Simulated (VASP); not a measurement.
TiCo2, 3 atoms in the cell. Symmetry: P6mm, No. 183, hexagonal system. Conventional cell: a = 3.423 Å, b = 3.423 Å, c = 3.589 Å, α = 90.00°, β = 90.00°, γ = 120.00°. Within 3.6 Å of Ti (site symmetry 6mm) lie 12 Co at 2.51 to 2.84 Å and 8 Ti at 3.42 to 3.59 Å. Co (site symmetry 3m) has 3 Co at 1.98 Å and 3 Ti at 2.51 Å within 2.6 Å. The cell was built from a structure type or drawn by symmetry, and may not be a known phase.

| Quantity | Value |
| --- | --- |
| Program | VASP 6.6.1 |
| Task | relaxation of cell and atoms |
| Functional | PBE |
| Potentials or basis | VASP PAW PBE potentials, release 64 (Ti_sv, Co) |
| Cutoff | 600 eV |
| k mesh | 6 × 6 × 6 |
| Occupations | gaussian, width 0.1 eV |
| Spin | collinear spin, antiferromagnetic start |
| Starting moments | [0.0, 3.0, -3.0] μB |
| Dipole correction | no |
| Further INCAR settings | ALGO = Fast; EDIFF = 1e-06; IBRION = 2; EDIFFG = -0.04; NSW = 90; ISIF = 3 |

Potentials or basis: VASP PAW PBE potentials, release 64 (Ti_sv, Co).

Run with:

```sh
$ cat potpaw_PBE.64/Ti_sv/POTCAR potpaw_PBE.64/Co/POTCAR > POTCAR
$ mpirun -np 1 vasp_std > vasp.out
```

Hardware: 1 thread of Intel(R) Xeon(R) Platinum 8488C (Sapphire Rapids), with other jobs on the host.

Problem. Estimate the wall time of this run.

Solution. It took 44 min on 1 thread of Intel(R) Xeon(R) Platinum 8488C (Sapphire Rapids), on a shared host, peak memory 0.25 GiB. Counts: scf iterations 1112, k points 28, ion steps 11.
